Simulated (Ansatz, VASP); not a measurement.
**In3Sb in VASP and in Ansatz**

```
In Sb
1.0
     4.83696    0.00000    0.00000
     0.00000    4.83696    0.00000
     0.00000    0.00000    4.83696
In Sb
3 1
Direct
  0.50000 0.50000 0.00000
  0.50000 0.00000 0.50000
  0.00000 0.50000 0.50000
  0.00000 0.00000 0.00000
```

Alike in both runs: task single point; functional PBEsol; k mesh 5 × 5 × 5; occupations gaussian, width 0.2 eV; no spin polarisation.

|  | VASP | Ansatz |
| --- | --- | --- |
| version | VASP 6.6.1 | Ansatz 0.2.0 |
| potentials or method | VASP PAW PBE potentials, release 64 (In_d, Sb), cutoff 520 eV | scalar-relativistic, plane waves, PAW |
| valence electrons in the cell | 44 | 54 |

|  | VASP | Ansatz | Ansatz less VASP |
| --- | --- | --- | --- |
| gap on the k mesh at the Fermi level (eV) | none | none | - |
| pressure (GPa) | -2.2 | -2.1 | +0.02 |

VASP's potentials were made for PBE, not for PBEsol. A gap of «none» marks a metal or a gap that the smearing closes. VASP's potentials hold 44 valence electrons a cell and Ansatz's 54, so a difference there can come from the potentials and not from the codes.

Spin-orbit coupling is off throughout.
